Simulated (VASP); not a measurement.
# Ge (P6_3/mmc) in VASP: single point with LDA

Aim: the single point of Ge with LDA.

All numbers are computed with VASP 6.6.1; they aren't measurements. Logs are shortened: lines on timing, memory, paths and dates and some standing lists are left out, and cuts for length are marked.

### 1 The cell of the first run

The structure is hexagonal, space group P6_3/mmc (No. 194). Conventional cell: a = 4.003 Å, b = 4.003 Å, c = 13.157 Å, α = 90.00°, β = 90.00°, γ = 120.00°. Ge (site symmetry 3m) has 4 Ge at 2.45 Å within 3.2 Å. Ge (site symmetry 3m) has 4 Ge at 2.45 to 2.47 Å within 3.2 Å.

### 2 Single point, LDA

INCAR reads:

```
SYSTEM = Ge
  ALGO = Normal
  EDIFF = 1E-7
  ENCUT = 520
  ISIF = 2
  ISMEAR = 0
  LASPH = .True.
  LCHARG = .False.
  LREAL = .False.
  LWAVE = .False.
  NBANDS = 66
  NELM = 60
  PREC = Accurate
  SIGMA = 0.1
```

KPOINTS reads:

```
k-points
0
Gamma
  6 6 2
  0 0 0
```

POSCAR reads:

```
Ge
1.0
    4.0031158800      0.0000000000      0.0000000000
   -2.0015579400      3.4668000500      0.0000000000
    0.0000000000      0.0000000000     13.1567068600
Ge
8
Direct
    0.0000000000      0.0000000000      0.4068511600
    0.0000000000      0.0000000000      0.5931488400
    0.0000000000      0.0000000000      0.9068511600
    0.0000000000      0.0000000000      0.0931488400
    0.3333333300      0.6666666700      0.3440584300
    0.6666666700      0.3333333300      0.6559415700
    0.6666666700      0.3333333300      0.8440584300
    0.3333333300      0.6666666700      0.1559415700
```

Potentials or basis: VASP PAW LDA potentials, release 64 (Ge_d).

On the command line:

```console
$ cat potpaw_LDA.64/Ge_d/POTCAR > POTCAR
$ mpirun -np 1 vasp_std > vasp.out
```

OUTCAR:

```text
SYSTEM = Ge
   EDIFF = 1E-7
   ENCUT = 520
   ISIF = 2
   ISMEAR = 0
   LASPH = .True.
   LREAL = .False.
   NELM = 60
   PREC = Accurate

 ion  position               nearest neighbor table
   1  0.000  0.000  0.407-   2 2.45   5 2.45   5 2.45   5 2.45
   2  0.000  0.000  0.593-   1 2.45   6 2.45   6 2.45   6 2.45
   3  0.000  0.000  0.907-   4 2.45   7 2.45   7 2.45   7 2.45
   4  0.000  0.000  0.093-   3 2.45   8 2.45   8 2.45   8 2.45
   5  0.333  0.667  0.344-   1 2.45   1 2.45   1 2.45   8 2.47
   6  0.667  0.333  0.656-   2 2.45   2 2.45   2 2.45   7 2.47
   7  0.667  0.333  0.844-   3 2.45   3 2.45   3 2.45   6 2.47
   8  0.333  0.667  0.156-   4 2.45   4 2.45   4 2.45   5 2.47

  LATTYP: Found a hexagonal cell.
 ALAT       =     4.0031158800
 C/A-ratio  =     3.2866165393

  Lattice vectors:

 A1 = (   4.0031158800,   0.0000000000,   0.0000000000)
 A2 = (  -2.0015579400,   3.4668000500,   0.0000000000)
 A3 = (   0.0000000000,   0.0000000000,  13.1567068600)

Analysis of symmetry for initial positions (statically):
=====================================================================
 Subroutine PRICEL returns:
 Original cell was already a primitive cell.

 Routine SETGRP: Setting up the symmetry group for a
 hexagonal supercell.

 Subroutine GETGRP returns: Found 24 space group operations
 (whereof 12 operations were pure point group operations)
 out of a pool of 24 trial point group operations.

The static configuration has the point symmetry D_3d.
 The point group associated with its full space group is D_6h.

Analysis of symmetry for dynamics (positions and initial velocities):
=====================================================================
 Subroutine PRICEL returns:
 Original cell was already a primitive cell.

 Routine SETGRP: Setting up the symmetry group for a
 hexagonal supercell.

 Subroutine GETGRP returns: Found 24 space group operations
 (whereof 12 operations were pure point group operations)
 out of a pool of 24 trial point group operations.

The dynamic configuration has the point symmetry D_3d.
 The point group associated with its full space group is D_6h.

 Subroutine INISYM returns: Found 24 space group operations
 (whereof 12 operations are pure point group operations),
 and found     1 'primitive' translations

----------------------------------------------------------------------------------------

                                     Primitive cell

  volume of cell :     182.5888

  direct lattice vectors                    reciprocal lattice vectors
     4.003115880  0.000000000  0.000000000     0.249805409  0.144225220  0.000000000
    -2.001557940  3.466800050  0.000000000     0.000000000  0.288450440  0.000000000
     0.000000000  0.000000000 13.156706860     0.000000000  0.000000000  0.076006862

  length of vectors
     4.003115880  4.003115883 13.156706860     0.288450440  0.288450440  0.076006862

  position of ions in fractional coordinates (direct lattice)
     0.000000000  0.000000000  0.406851160
     0.000000000  0.000000000  0.593148840
     0.000000000  0.000000000  0.906851160
     0.000000000  0.000000000  0.093148840
     0.333333330  0.666666670  0.344058430
     0.666666670  0.333333330  0.655941570
     0.666666670  0.333333330  0.844058430
     0.333333330  0.666666670  0.155941570

  ion indices of the primitive-cell ions
   primitive index   ion index
                 1           1
                 2           2
                 3           3
                 4           4
                 5           5
                 6           6
                 7           7
                 8           8

----------------------------------------------------------------------------------------

 KPOINTS: k-points

Automatic generation of k-mesh.
 Grid dimensions read from file:
 generate k-points for:    6    6    2

 Generating k-lattice:

  Cartesian coordinates                     Fractional coordinates (reciprocal lattice)
     0.041634235  0.024037537  0.000000000     0.166666667  0.000000000  0.000000000
     0.000000000  0.048075073  0.000000000     0.000000000  0.166666667  0.000000000
     0.000000000  0.000000000  0.038003431     0.000000000  0.000000000  0.500000000

  Length of vectors
     0.048075073  0.048075073  0.038003431

  Shift w.r.t. Gamma in fractional coordinates (k-lattice)
     0.000000000  0.000000000  0.000000000

 Subroutine IBZKPT returns following result:
 ===========================================

 Found     14 irreducible k-points:

 Following reciprocal coordinates:
            Coordinates               Weight
  0.000000  0.000000  0.000000      1.000000
  0.166667 -0.000000  0.000000      6.000000
  0.333333 -0.000000  0.000000      6.000000
  0.500000  0.000000  0.000000      3.000000
  0.166667  0.166667  0.000000      6.000000
  0.333333  0.166667  0.000000     12.000000
  0.333333  0.333333  0.000000      2.000000
  0.000000  0.000000  0.500000      1.000000
  0.166667 -0.000000  0.500000      6.000000
  0.333333 -0.000000  0.500000      6.000000
  0.500000  0.000000  0.500000      3.000000
  0.166667  0.166667  0.500000      6.000000
  0.333333  0.166667  0.500000     12.000000
  0.333333  0.333333  0.500000      2.000000
   k-points           NKPTS =     14   k-points in BZ     NKDIM =     14   number of bands    NBANDS=     66
   number of dos      NEDOS =    301   number of ions     NIONS =      8
   total plane-waves  NPLWV =  88200
   dimension x,y,z NGX =    30 NGY =   30 NGZ =   98
   dimension x,y,z NGXF=    60 NGYF=   60 NGZF=  196
   ions per type =               8
   NGX,Y,Z   is equivalent  to a cutoff of  12.46, 12.46, 12.38 a.u.
   NGXF,Y,Z  is equivalent  to a cutoff of  24.92, 24.92, 24.77 a.u.
 SYSTEM =  Ge
   PREC   = accura    normal or accurate (medium, high low for compatibility)
   ISTART =      0    job   : 0-new  1-cont  2-samecut
   ICHARG =      2    charge: 1-file 2-atom 10-const
   ISPIN  =      1    spin polarized calculation?
   LNONCOLLINEAR =      F non collinear calculations
   LSORBIT =      F    spin-orbit coupling
   LASPH  =      T    aspherical Exc in radial PAW
   ENCUT  =  520.0 eV  38.22 Ry    6.18 a.u.   7.44  7.44 24.46*2*pi/ulx,y,z
   NELM   =     60;   NELMIN=  2; NELMDL= -5     # of ELM steps
   EDIFF  = 0.1E-06   stopping-criterion for ELM
   LREAL  =      F    real-space projection
   EDIFFG = 0.1E-05   stopping-criterion for IOM
   NSW    =      0    number of steps for IOM
   IBRION =     -1    ionic relax: 0-MD 1-quasi-New 2-CG
   NFREE  =      0    steps in history (QN), initial steepest desc. (CG)
   ISIF   =      2    stress and relaxation
   ISYM   =      2    0-nonsym 1-usesym 2-fastsym
   POTIM  = 0.5000    time-step for ionic-motion
   TEBEG  =    0.0;   TEEND  =   0.0 temperature during run
   PSTRESS=    0.0 pullay stress
   NELECT =     112.0000    total number of electrons
   NUPDOWN=      -1.0000    fix difference up-down
   EMIN   =  10.00;   EMAX   =-10.00  energy-range for DOS
   EFERMI =   0.00;   METHOD = LEGACY
   ISMEAR =     0;   SIGMA  =   0.10  broadening in eV -4-tet -1-fermi 0-gaus
   EFERMI_NEDOS =   21; number of points for ismear=-14 and -15
   IALGO  =     38    algorithm
   IMIX   =      4    mixing-type and parameters
     AMIX     =   0.40;   BMIX     =  1.00
     AMIX_MAG =   1.60;   BMIX_MAG =  1.00
  volume/ion in A,a.u.               =      22.82       154.02
  Fermi-wavevector in a.u.,A,eV,Ry     =   1.390986  2.628583 26.325128  1.934842
  Thomas-Fermi vector in A             =   2.514869
   LORBIT       =      0    0 simple, 1 ext, 2 COOP (PROOUT), +10 PAW based schemes
   GGA     = CA    functional components
   LHFCALC =     F    Hartree Fock is set to
   AEXX    =    0.0000 exact exchange contribution
   IVDW    =     0    specifies the selected vdW correction
   LEPSILON=     F    determine dielectric tensor
   LRPA    =     F    only Hartree local field effects (RPA)
 non-spin polarized calculation
 Gauss-broadening in eV      SIGMA  =   0.10
  energy-cutoff  :      520.00
  volume of cell :      182.59
 maximum number of plane-waves:      4987
 NGX is ok and might be reduce to    30
   NGX = 15   NGY = 15   NGZ = 49

 number of electron     112.0000141 magnetization

 Free energy of the ion-electron system (eV)
  ---------------------------------------------------
  ext. energy  EPLUGINS =         0.00000000
  ---------------------------------------------------
  free energy    TOTEN  =       -41.39380613 eV

  energy without entropy =      -41.39112871  energy(sigma->0) =      -41.39246742

 E-fermi :   4.6588     XC(G=0): -10.2468

 val. band max:        4.6479627464   @ k =   0.0000   0.0000   0.0000
 cond. band min:       4.7312621116   @ k =   0.0000   0.0000   0.0000
 fundamental gap:      0.0832993652
 Fermi energy:         4.6587823027

 k-point     1 :       0.0000    0.0000    0.0000
  band No.  band energies     occupation
      1     -20.3109      2.00000
      2     -20.3109      2.00000
      3     -20.3019      2.00000
      4     -20.3019      2.00000
      5     -20.2974      2.00000
      6     -20.2974      2.00000
[... 58 lines left out ...]
     65       7.8755      0.00000
     66       8.4127      0.00000

 k-point     2 :       0.1667   -0.0000    0.0000
  band No.  band energies     occupation
      1     -20.3261      2.00000
      2     -20.3160      2.00000
      3     -20.3079      2.00000
      4     -20.3074      2.00000
      5     -20.3063      2.00000
      6     -20.3025      2.00000
[... 58 lines left out ...]
     65       8.6139      0.00000
     66       8.9227      0.00000

 k-point     3 :       0.3333   -0.0000    0.0000
  band No.  band energies     occupation
      1     -20.3350      2.00000
      2     -20.3198      2.00000
      3     -20.3149      2.00000
      4     -20.3127      2.00000
      5     -20.3107      2.00000
      6     -20.3083      2.00000
[... 748 lines left out ...]
     65       9.3627      0.00000
     66       9.3627      0.00000

 k-point    14 :       0.3333    0.3333    0.5000
  band No.  band energies     occupation
      1     -20.3346      2.00000
      2     -20.3346      2.00000
      3     -20.3267      2.00000
      4     -20.3267      2.00000
      5     -20.3253      2.00000
      6     -20.3253      2.00000
[... 58 lines left out ...]
     65      10.1818      0.00000
     66      10.1818      0.00000

------------------------ aborting loop because EDIFF is reached ----------------------------------------

  FORCE on cell =-STRESS in cart. coord.  units (eV):
  Direction    XX          YY          ZZ          XY          YZ          ZX
  --------------------------------------------------------------------------------------
  -------------------------------------------------------------------------------------
  Total       -1.7400790     -1.7400790     -2.3913858      0.0000000      0.0000000      0.0000000
  in kB      -15.2688174    -15.2688174    -20.9838931      0.0000000      0.0000000      0.0000000
  external PRESSURE =     -17.1738426 kB  Pullay stress =       0.0000000 kB

 VOLUME and BASIS-vectors are now :
 -----------------------------------------------------------------------------
  energy-cutoff  :      520.00
  volume of cell :      182.59
      direct lattice vectors                 reciprocal lattice vectors
     4.003115880  0.000000000  0.000000000     0.249805409  0.144225220  0.000000000
    -2.001557940  3.466800050  0.000000000     0.000000000  0.288450440  0.000000000
     0.000000000  0.000000000 13.156706860     0.000000000  0.000000000  0.076006862

 POSITION                                       TOTAL-FORCE (eV/Angst)
 -----------------------------------------------------------------------------------
      0.00000      0.00000      5.35282        -0.000000      0.000000     -0.016576
      0.00000      0.00000      7.80389         0.000000     -0.000000      0.016576
      0.00000      0.00000     11.93117         0.000000     -0.000000     -0.016576
      0.00000      0.00000      1.22553        -0.000000      0.000000      0.016576
     -0.00000      2.31120      4.52668         0.000000     -0.000000      0.013083
      2.00156      1.15560      8.63003        -0.000000      0.000000     -0.013083
      2.00156      1.15560     11.10503        -0.000000      0.000000      0.013083
     -0.00000      2.31120      2.05168        -0.000000     -0.000000     -0.013083
 -----------------------------------------------------------------------------------
    total drift:                                0.000000      0.000000      0.000000

  FREE ENERGIE OF THE ION-ELECTRON SYSTEM (eV)
  ---------------------------------------------------
  free  energy   TOTEN  =       -41.3938061284 eV

  energy  without entropy=      -41.3911287060  energy(sigma->0) =      -41.39246742
```

Run time: 3.6 min. Hardware: 1 thread of AMD EPYC 7R13, shared host; peak memory 0.28 GiB.

Results:

```yaml
Free_energy: -41.3938 eV
Pressure: -1.7 GPa
Largest_force: 0.017 eV/Å
Band_gap_on_the_k_mesh: 0.08 eV, direct
```

Forces in eV/Å, atoms in the order of the input:
```
Ge   0.000  0.000 -0.017
Ge   0.000  0.000  0.017
Ge   0.000  0.000 -0.017
Ge   0.000  0.000  0.017
Ge   0.000  0.000  0.013
Ge   0.000  0.000 -0.013
Ge   0.000  0.000  0.013
Ge   0.000  0.000 -0.013
```

Levels at points of the mesh, in eV from the valence-band top:
| k point | band 54 | band 55 | band 56 | band 57 | band 58 | band 59 |
| --- | --- | --- | --- | --- | --- | --- |
| (0.00, 0.00, 0.00) | -0.17 | -0.11 | 0.00 | 0.08 | 0.08 | 0.44 |
| (0.50, 0.00, 0.00) | -2.36 | -1.78 | -1.39 | 0.16 | 0.32 | 0.58 |
| (0.00, 0.00, 0.50) | -0.26 | -0.26 | -0.26 | 0.12 | 0.12 | 1.08 |
| (0.50, 0.00, 0.50) | -2.56 | -1.73 | -1.73 | 0.62 | 0.62 | 1.25 |

A k mesh can miss the band edges.
